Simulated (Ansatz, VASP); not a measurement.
Sn in VASP and in Ansatz

Contents of INCAR:

```
SYSTEM = Sn
PREC = Accurate
ENCUT = 520
EDIFF = 1E-8
ISMEAR = -1
SIGMA = 0.05
LREAL = .FALSE.
LASPH = .TRUE.
NELM = 80
ALGO = Normal
ISIF = 2
LWAVE = .FALSE.
LCHARG = .FALSE.
GGA = PE
LEFG = .TRUE.
NBANDS = 21
```

Contents of KPOINTS:

```
Automatic mesh
0
G
  9 9 9
  0 0 0
```

File POSCAR:

```
Sn
1.0
    0.0000000000      3.3931230664      3.3931230664
    3.3931230664      0.0000000000      3.3931230664
    3.3931230664      3.3931230664      0.0000000000
Sn
2
Direct
    0.0000000000      0.0000000000      0.0000000000
    0.2500000000      0.2500000000      0.2500000000
```

Input for Ansatz:

```yaml
crystal:
  lattice:
    - [0.0, 3.3931230664, 3.3931230664]
    - [3.3931230664, 0.0, 3.3931230664]
    - [3.3931230664, 3.3931230664, 0.0]
  atoms:
    - { symbol: Sn, position: [0.0, 0.0, 0.0] }
    - { symbol: Sn, position: [0.25, 0.25, 0.25] }
kpoints:
  mp_grid: { grid: [9, 9, 9] }
scf:
  occupations: { method: fermi_dirac, width: 0.05 }
hamiltonian:
  xc: pbe
  pseudopotentials: { kind: all_electron, datasets: crystal }
output:
  forces: true
  stress: true
  eigenvalues: true
  efg: { contact_densities: true }
```

Change from the starting cell: volume scaled by 1.06, crystal datasets.

Alike in both runs: task electric field gradients; functional PBE; k mesh 9 × 9 × 9; occupations fermi-dirac, width 0.05 eV; no spin polarisation.

|  | VASP | Ansatz |
| --- | --- | --- |
| version | VASP 6.6.1 | Ansatz 0.2.0 |
| potentials or method | VASP PAW PBE potentials, release 64 (Sn_d), cutoff 520 eV | all-electron PAW with datasets made for the crystal, scalar-relativistic |

|  | VASP | Ansatz | Ansatz less VASP |
| --- | --- | --- | --- |
| pressure (GPa) | -1.8 | -1.8 | +0.05 |

Ansatz ran all-electron here, and VASP with PAW potentials.
